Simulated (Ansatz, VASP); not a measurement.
**B: VASP beside Ansatz**

```
CELL_PARAMETERS angstrom
5.04176 0.00000 0.00000
-2.52088 4.36629 0.00000
0.00000 0.00000 1.89468
ATOMIC_POSITIONS crystal
B 0.65697 0.65697 0.16667
B 0.34303 0.00000 0.50000
B 0.00000 0.34303 0.83333
B 0.00000 0.65697 0.33333
B 0.34303 0.34303 0.66667
B 0.65697 0.00000 0.00000
```

Alike in both runs: task relaxation of cell and atoms; functional PBE; k mesh 12 × 12 × 20; occupations gaussian, width 0.1 eV; no spin polarisation.

|  | VASP | Ansatz |
| --- | --- | --- |
| version | VASP 6.6.1 | Ansatz 0.2.0 |
| potentials or method | VASP PAW PBE potentials, release 64 (B), cutoff 600 eV | scalar-relativistic, plane waves, PAW |
| valence electrons in the cell | 18 | 18 |

```tsv
	VASP	Ansatz	Ansatz less VASP
gap on the k mesh at the Fermi level, each at its own relaxed structure (eV)	none	none	-
relaxed volume (Å³/atom)	6.90	6.91	+0.008
relaxed length of the cell vector where the two differ most in proportion (Å)	1.859	1.860	+0.0010
```

A gap of «none» marks a metal or a gap that the smearing closes.
